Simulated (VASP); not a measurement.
**TeS2 (fluorite type): relaxation of cell and atoms with PBE**

Crystal: TeS2 (fluorite type).

```
Te S
1.0
     0.00000    2.82356    2.82356
     2.82356    0.00000    2.82356
     2.82356    2.82356    0.00000
Te S
1 2
Direct
  0.00000 0.00000 0.00000
  0.25000 0.25000 0.25000
  0.75000 0.75000 0.75000
```

- Program: VASP 6.6.1
- Task: relaxation of cell and atoms
- Functional: PBE
- Potentials or basis: VASP PAW PBE potentials, release 64 (Te, S)
- Cutoff: 600 eV
- k mesh: 10 × 10 × 10
- Occupations: fermi-dirac, width 0.03 eV
- Spin: no spin polarisation
- Dipole correction: no
- Further INCAR settings: ALGO = Normal; EDIFF = 1e-06; IBRION = 2; EDIFFG = -0.005; NSW = 100; ISIF = 3

```
Relaxed volume                        : 23.41 Å³/atom
Relaxed cell                          : a = 4.631 Å, b = 4.631 Å, c = 4.631 Å, α = 60.00°, β = 60.00°, γ = 60.00°
Space group after relaxing (to 0.1 Å) : Fm-3m (No. 225)
Energy gained by relaxing             : 1299.4 meV/atom
Ionic steps                           : 20
Pressure after relaxing               : 0.0 GPa
Band gap on the k mesh                : zero (bands 9 and 10 overlap by 0.59 eV)
```

The path:
| step | energy change (eV) | largest force (eV/Å) | pressure (GPa) | volume (Å³) |
| --- | --- | --- | --- | --- |
| 1 | 0.0000 | 0.0000 | 70.71 | 45.02 |
| 2 | -2.3194 | 0.0000 | -10.45 | 103.44 |
| 3 | -3.8965 | 0.0000 | -0.72 | 71.01 |
| 4 | -3.8982 | 0.0000 | -0.22 | 70.41 |
| 5 | -3.8978 | 0.0000 | 0.34 | 69.82 |
| 6 | -3.8978 | 0.0000 | 0.38 | 69.83 |
| 7 | -3.8978 | 0.0000 | 0.40 | 69.84 |
| 8 | -3.8978 | 0.0000 | 0.38 | 69.84 |
| 9 | -3.8978 | 0.0000 | 0.38 | 69.84 |
| 10 | -3.8978 | 0.0000 | 0.38 | 69.84 |
| 11 | -3.8978 | 0.0000 | 0.38 | 69.84 |
| 12 | -3.8978 | 0.0000 | 0.38 | 69.84 |
| 13 | -3.8978 | 0.0000 | 0.38 | 69.84 |
| 14 | -3.8978 | 0.0000 | 0.38 | 69.84 |
| 15 | -3.8979 | 0.0000 | 0.38 | 69.85 |
| 16 | -3.8979 | 0.0000 | 0.36 | 69.86 |
| 17 | -3.8979 | 0.0000 | 0.33 | 69.89 |
| 18 | -3.8980 | 0.0000 | 0.29 | 69.94 |
| 19 | -3.8982 | 0.0000 | 0.20 | 70.03 |
| 20 | -3.8983 | 0.0000 | 0.01 | 70.23 |

Final structure:
```
Te S
1.0
     0.00000    3.27469    3.27469
     3.27469    0.00000    3.27469
     3.27469    3.27469    0.00000
Te S
1 2
Direct
  0.00000 0.00000 0.00000
  0.25000 0.25000 0.25000
  0.75000 0.75000 0.75000
```

Levels at points of the mesh, in eV from the Fermi level:
```tsv
k point	band 7	band 8	band 9	band 10	band 11	band 12
(0.00, 0.00, 0.00)	-3.34	-3.34	-3.34	0.71	0.71	0.71
(0.50, 0.00, 0.00)	-2.55	-2.55	-0.36	1.93	1.93	2.68
(0.50, 0.50, 0.00)	-0.40	-0.40	-0.13	0.15	2.71	2.71
```

It took 2.6 min on 1 thread of Intel(R) Xeon(R) Platinum 8259CL CPU @ 2.50GHz (Skylake/Cascade Lake), on a shared host, peak memory 0.2 GiB.

Caveat: the volume moved by over 15 % at a fixed basis, so the end points are rough; spin-orbit coupling is left out, which moves the levels of the heavy elements.
